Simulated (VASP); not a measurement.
Input of a VASP 6.6.1 run:

The input INCAR:

```
PREC     = Accurate       # precision mode
ENCUT    = 520            # plane-wave cutoff, eV
EDIFF    = 1E-6           # SCF threshold, eV
ISMEAR   = 0              # smearing method
SIGMA    = 0.15           # smearing width, eV
LREAL    = False          # projectors in reciprocal space
LASPH    = True           # aspherical terms in the spheres
NELM     = 100            # most SCF steps
ALGO     = Normal         # electronic algorithm
ISIF     = 2              # what is computed and relaxed
LWAVE    = False          # write WAVECAR
LCHARG   = True           # write CHGCAR
GGA      = PS             # functional
LELF     = True           # ELF
LVHAR    = True         
NBANDS   = 10             # bands
```

Contents of KPOINTS:

```
Automatic mesh
0
Gamma
  8 8 8
```

POSCAR

```
Na
1.0
    6.4614754333      0.0000000000      0.0000000000
    0.0000000000      6.4614754333      0.0000000000
    0.0000000000      0.0000000000      7.3042765768
Na
1
Direct
    0.0000000000      0.0000000000      0.0000000000
```

Potentials or basis: VASP PAW PBE potentials, release 64 (Na_pv).

The run is started by

```console
$ cat potpaw_PBE.64/Na_pv/POTCAR > POTCAR
$ mpirun -np 1 vasp_std > vasp.out
```

Question: Estimate the pressure.

Answer: -0.2 GPa.

Question: What does it give for the band gap on the k mesh?

Answer: Zero (an odd number of electrons rules out a gap without spin polarisation).

Stress tensor (GPa, compression positive):
```
-0.25  0.00  0.00
 0.00 -0.25  0.00
 0.00  0.00 -0.08
```

Caveat: the cell differs from its parent crystal (strain -0.080 along x and y, +0.040 along z); the atoms stand far beyond bonding distance; the PAW data sets were made with another functional, which shifts forces and pressure a little.
